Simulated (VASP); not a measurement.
# Ge (P1) in VASP: single point with PBE

Aim: the single point of Ge with PBE.

All numbers are computed with VASP 6.6.1; they aren't measurements. Logs are shortened: lines on timing, memory, paths and dates and some standing lists are left out, and cuts for length are marked.

## Step 1: The cell of the first run

The typed cell holds 4 atoms: a = 4.074 Å, b = 4.074 Å, c = 5.761 Å, α = 90.00°, β = 90.00°, γ = 90.00°.

## Step 2: Single point, PBE (atoms moved at random)

File INCAR:

```
SYSTEM = Ge
PREC     = Accurate       ! precision mode
ENCUT    = 520            ! plane-wave cutoff, eV
EDIFF    = 1E-6           ! SCF threshold, eV
ISMEAR   = 0              ! smearing method
SIGMA    = 0.15           ! smearing width, eV
LREAL    = .False.        ! projectors in reciprocal space
LASPH    = .True.         ! aspherical terms in the spheres
NELM     = 80             ! most SCF steps
ALGO     = Fast           ! electronic algorithm
ISIF     = 2              ! what is computed and relaxed
LWAVE    = .False.        ! write WAVECAR
LCHARG   = .False.        ! write CHGCAR
GGA      = PE             ! functional
NBANDS   = 36             ! bands
```

File KPOINTS:

```
Automatic mesh
0
Gamma
  8 8 6
  0 0 0
```

File POSCAR:

```
Ge
1.0
    0.0000000000     -2.8805347711     -2.8805347711
    0.0000000000      2.8805347711     -2.8805347711
    5.7610695423      0.0000000000      0.0000000000
Ge
4
Direct
    0.4902370832      0.5091098412     -0.0025463174
    0.0154116929     -0.0005510659      0.5175676037
   -0.0102696425      0.5043289007      0.2465530308
    0.5046208664     -0.0128876760      0.7384256829
```

Potentials or basis: VASP PAW PBE potentials, release 64 (Ge_d).

Started as:

```sh
cat potpaw_PBE.64/Ge_d/POTCAR > POTCAR
mpirun -np 1 vasp_std > vasp.out
```

OUTCAR:

```text
SYSTEM = Ge
   PREC = Accurate
   ENCUT = 520
   EDIFF = 1E-6
   ISMEAR = 0
   LREAL = .False.
   LASPH = .True.
   NELM = 80
   ISIF = 2
   GGA = PE

 ion  position               nearest neighbor table
   1  0.490  0.509  0.997-   4 2.45   3 2.49   3 2.49   4 2.60
   2  0.015  0.999  0.518-   4 2.36   4 2.44   3 2.55   3 2.58
   3  0.990  0.504  0.247-   1 2.49   1 2.49   2 2.55   2 2.58
   4  0.505  0.987  0.738-   2 2.36   2 2.44   1 2.45   1 2.60

  LATTYP: Found a simple tetragonal cell.
 ALAT       =     4.0736913402
 C/A-ratio  =     1.4142135624

  Lattice vectors:

 A1 = (   0.0000000000,  -2.8805347711,  -2.8805347711)
 A2 = (   0.0000000000,   2.8805347711,  -2.8805347711)
 A3 = (   5.7610695423,   0.0000000000,   0.0000000000)

Analysis of symmetry for initial positions (statically):
=====================================================================
 Subroutine PRICEL returns:
 Original cell was already a primitive cell.

 Routine SETGRP: Setting up the symmetry group for a
 simple tetragonal supercell.

 Subroutine GETGRP returns: Found  1 space group operations
 (whereof  1 operations were pure point group operations)
 out of a pool of 16 trial point group operations.

The static configuration has the point symmetry C_1 .

Analysis of symmetry for dynamics (positions and initial velocities):
=====================================================================
 Subroutine PRICEL returns:
 Original cell was already a primitive cell.

 Routine SETGRP: Setting up the symmetry group for a
 simple tetragonal supercell.

 Subroutine GETGRP returns: Found  1 space group operations
 (whereof  1 operations were pure point group operations)
 out of a pool of 16 trial point group operations.

The dynamic configuration has the point symmetry C_1 .

 Subroutine INISYM returns: Found  1 space group operations
 (whereof  1 operations are pure point group operations),
 and found     1 'primitive' translations

----------------------------------------------------------------------------------------

                                     Primitive cell

  volume of cell :      95.6047

  direct lattice vectors                    reciprocal lattice vectors
     0.000000000 -2.880534771 -2.880534771     0.000000000 -0.173578880 -0.173578880
     0.000000000  2.880534771 -2.880534771     0.000000000  0.173578880 -0.173578880
     5.761069542  0.000000000  0.000000000     0.173578880  0.000000000  0.000000000

  length of vectors
     4.073691340  4.073691340  5.761069542     0.245477607  0.245477607  0.173578880

  position of ions in fractional coordinates (direct lattice)
     0.490237083  0.509109841  0.997453683
     0.015411693  0.999448934  0.517567604
     0.989730358  0.504328901  0.246553031
     0.504620866  0.987112324  0.738425683

  ion indices of the primitive-cell ions
   primitive index   ion index
                 1           1
                 2           2
                 3           3
                 4           4

----------------------------------------------------------------------------------------

 KPOINTS: Automatic mesh

Automatic generation of k-mesh.
 Grid dimensions read from file:
 generate k-points for:    8    8    6

 Generating k-lattice:

  Cartesian coordinates                     Fractional coordinates (reciprocal lattice)
     0.000000000 -0.021697360 -0.021697360     0.125000000  0.000000000  0.000000000
     0.000000000  0.021697360 -0.021697360     0.000000000  0.125000000  0.000000000
     0.028929813  0.000000000  0.000000000     0.000000000  0.000000000  0.166666667

  Length of vectors
     0.030684701  0.030684701  0.028929813

  Shift w.r.t. Gamma in fractional coordinates (k-lattice)
     0.000000000  0.000000000  0.000000000

 Subroutine IBZKPT returns following result:
 ===========================================

 Found    196 irreducible k-points:

 Following reciprocal coordinates:
            Coordinates               Weight
  0.000000  0.000000  0.000000      1.000000
  0.125000  0.000000  0.000000      2.000000
  0.000000  0.125000  0.000000      2.000000
  0.250000  0.000000  0.000000      2.000000
  0.000000  0.250000  0.000000      2.000000
  0.375000  0.000000  0.000000      2.000000
[... 16 lines left out ...]
 -0.250000  0.250000  0.000000      2.000000
  0.375000  0.250000  0.000000      2.000000
 [... further k-points ...]
   k-points           NKPTS =    196   k-points in BZ     NKDIM =    196   number of bands    NBANDS=     36
   number of dos      NEDOS =    301   number of ions     NIONS =      4
   total plane-waves  NPLWV =  43200
   dimension x,y,z NGX =    30 NGY =   30 NGZ =   48
   dimension x,y,z NGXF=    60 NGYF=   60 NGZF=   96
   ions per type =               4
   NGX,Y,Z   is equivalent  to a cutoff of  12.24, 12.24, 13.85 a.u.
   NGXF,Y,Z  is equivalent  to a cutoff of  24.49, 24.49, 27.70 a.u.
 SYSTEM =  Ge
   PREC   = accura    normal or accurate (medium, high low for compatibility)
   ISTART =      0    job   : 0-new  1-cont  2-samecut
   ICHARG =      2    charge: 1-file 2-atom 10-const
   ISPIN  =      1    spin polarized calculation?
   LNONCOLLINEAR =      F non collinear calculations
   LSORBIT =      F    spin-orbit coupling
   LASPH  =      T    aspherical Exc in radial PAW
   ENCUT  =  520.0 eV  38.22 Ry    6.18 a.u.   7.57  7.57 10.71*2*pi/ulx,y,z
   NELM   =     80;   NELMIN=  2; NELMDL= -5     # of ELM steps
   EDIFF  = 0.1E-05   stopping-criterion for ELM
   LREAL  =      F    real-space projection
[... 7 lines left out ...]
   TEBEG  =    0.0;   TEEND  =   0.0 temperature during run
   PSTRESS=    0.0 pullay stress
   NELECT =      56.0000    total number of electrons
   NUPDOWN=      -1.0000    fix difference up-down
   EMIN   =  10.00;   EMAX   =-10.00  energy-range for DOS
   EFERMI =   0.00;   METHOD = LEGACY
   ISMEAR =     0;   SIGMA  =   0.15  broadening in eV -4-tet -1-fermi 0-gaus
   EFERMI_NEDOS =   21; number of points for ismear=-14 and -15
   IALGO  =     68    algorithm
   IMIX   =      4    mixing-type and parameters
     AMIX     =   0.40;   BMIX     =  1.00
     AMIX_MAG =   1.60;   BMIX_MAG =  1.00
  volume/ion in A,a.u.               =      23.90       161.29
  Fermi-wavevector in a.u.,A,eV,Ry     =   1.369760  2.588471 25.527818  1.876242
  Thomas-Fermi vector in A             =   2.495606
   LORBIT       =      0    0 simple, 1 ext, 2 COOP (PROOUT), +10 PAW based schemes
   GGA     = PE    functional components
   LHFCALC =     F    Hartree Fock is set to
   AEXX    =    0.0000 exact exchange contribution
   IVDW    =     0    specifies the selected vdW correction
   LEPSILON=     F    determine dielectric tensor
   LRPA    =     F    only Hartree local field effects (RPA)
 non-spin polarized calculation
 RMM-DIIS sequential band-by-band and
 Gauss-broadening in eV      SIGMA  =   0.15
  energy-cutoff  :      520.00
  volume of cell :       95.60
 maximum number of plane-waves:      2608
   NGX = 15   NGY = 15   NGZ = 21

 number of electron      56.0000002 magnetization

 Free energy of the ion-electron system (eV)
  ---------------------------------------------------
  ext. energy  EPLUGINS =         0.00000000
  ---------------------------------------------------
  free energy    TOTEN  =       -17.89215036 eV

  energy without entropy =      -17.88978875  energy(sigma->0) =      -17.89096955

 E-fermi :   4.5278     XC(G=0):  -9.6734

 val. band max:        4.5092623718   @ k =   0.0000   0.3750   0.3333
 cond. band min:       4.5597323828   @ k =   0.5000   0.0000   0.5000
 fundamental gap:      0.0504700110
 Fermi energy:         4.5278364703

 k-point     1 :       0.0000    0.0000    0.0000
  band No.  band energies     occupation
      1     -20.3995      2.00000
      2     -20.3493      2.00000
      3     -20.3318      2.00000
      4     -20.3043      2.00000
      5     -20.3016      2.00000
      6     -20.2708      2.00000
[... 28 lines left out ...]
     35      10.7358      0.00000
     36      13.4980      0.00000

 k-point     2 :       0.1250    0.0000    0.0000
  band No.  band energies     occupation
      1     -20.4078      2.00000
      2     -20.3543      2.00000
      3     -20.3347      2.00000
      4     -20.3052      2.00000
      5     -20.2912      2.00000
      6     -20.2637      2.00000
[... 28 lines left out ...]
     35      11.3756      0.00000
     36      12.5283      0.00000

 k-point     3 :       0.0000    0.1250    0.0000
  band No.  band energies     occupation
      1     -20.4002      2.00000
      2     -20.3531      2.00000
      3     -20.3290      2.00000
      4     -20.3041      2.00000
      5     -20.3002      2.00000
      6     -20.2690      2.00000
[... 28 lines left out ...]
     35      11.3470      0.00000
     36      12.6557      0.00000

 k-point     4 :       0.2500    0.0000    0.0000
  band No.  band energies     occupation
      1     -20.4200      2.00000
      2     -20.3665      2.00000
      3     -20.3405      2.00000
      4     -20.3097      2.00000
      5     -20.2741      2.00000
      6     -20.2504      2.00000
[... 28 lines left out ...]
     35      11.2661      0.00000
     36      11.3567      0.00000

 k-point     5 :       0.0000    0.2500    0.0000
  band No.  band energies     occupation
      1     -20.4017      2.00000
      2     -20.3577      2.00000
      3     -20.3258      2.00000
      4     -20.3060      2.00000
      5     -20.2954      2.00000
      6     -20.2630      2.00000
[... 655 lines left out ...]
 k-point    22 :       0.2500    0.2500    0.0000
  band No.  band energies     occupation
      1     -20.4205      2.00000
      2     -20.3724      2.00000
      3     -20.3331      2.00000
      4     -20.3056      2.00000
      5     -20.2666      2.00000
      6     -20.2633      2.00000
[... 28 lines left out ...]
     35      10.0706      0.00000
     36      10.2033      0.00000

 k-point    23 :      -0.2500    0.2500    0.0000
  band No.  band energies     occupation
      1     -20.4210      2.00000
      2     -20.3705      2.00000
      3     -20.3355      2.00000
      4     -20.3054      2.00000
      5     -20.2654      2.00000
      6     -20.2626      2.00000
[... 28 lines left out ...]
     35      10.1007      0.00000
     36      10.1969      0.00000

 k-point    24 :       0.3750    0.2500    0.0000
  band No.  band energies     occupation
      1     -20.4244      2.00000
      2     -20.3857      2.00000
      3     -20.3393      2.00000
      4     -20.3061      2.00000
      5     -20.2579      2.00000
      6     -20.2563      2.00000
[... 28 lines left out ...]
     35      11.0955      0.00000
     36      11.2500      0.00000

 [... further k-points ...]
[... 5 lines left out ...]
  --------------------------------------------------------------------------------------
  -------------------------------------------------------------------------------------
  Total        0.1129676      0.3605521      0.4063203     -0.7085061      1.3591848      0.0310530
  in kB        1.8931500      6.0422577      6.8092567    -11.8733915     22.7776937      0.5203970
  external PRESSURE =       4.9148881 kB  Pullay stress =       0.0000000 kB

 VOLUME and BASIS-vectors are now :
 -----------------------------------------------------------------------------
  energy-cutoff  :      520.00
  volume of cell :       95.60
      direct lattice vectors                 reciprocal lattice vectors
     0.000000000 -2.880534771 -2.880534771     0.000000000 -0.173578880 -0.173578880
     0.000000000  2.880534771 -2.880534771     0.000000000  0.173578880 -0.173578880
     5.761069542  0.000000000  0.000000000     0.173578880  0.000000000  0.000000000

 POSITION                                       TOTAL-FORCE (eV/Angst)
 -----------------------------------------------------------------------------------
      5.74640      0.05436     -2.87865        -0.018536     -0.485404      0.479945
      2.98174      2.83455     -2.92334        -1.645267      0.542758      0.405552
      1.42041     -1.39822     -4.30369         0.505212     -0.166622     -0.052147
      4.25412      1.38983     -4.29699         1.158591      0.109269     -0.833351
 -----------------------------------------------------------------------------------
    total drift:                                0.000614     -0.000416     -0.000741

  FREE ENERGIE OF THE ION-ELECTRON SYSTEM (eV)
  ---------------------------------------------------
  free  energy   TOTEN  =       -17.8921503601 eV

  energy  without entropy=      -17.8897887464  energy(sigma->0) =      -17.89096955
```

Wall time 6.5 min (1 thread of Oxide Virtual Turin-like, shared host); peak memory 0.51 GiB.

What came out:

```yaml
Free_energy: -17.8922 eV
Pressure: 0.5 GPa
Largest_force: 1.779 eV/Å
Band_gap_on_the_k_mesh: zero (bands 28 and 29 overlap by 0.54 eV)
```

Forces in eV/Å, atoms in the order of the input:
```
Ge  -0.019 -0.485  0.480
Ge  -1.645  0.543  0.406
Ge   0.505 -0.167 -0.052
Ge   1.159  0.109 -0.833
```

Caveat: the cell differs from its parent crystal (atoms moved at random); semilocal functionals underestimate gaps, and a narrow one can read as zero; forces of over 1 eV/Å act on the atoms, so gaps and moduli don't describe the material at rest.

The gap in the log of VASP goes by the Fermi energy; the results here count the filled bands.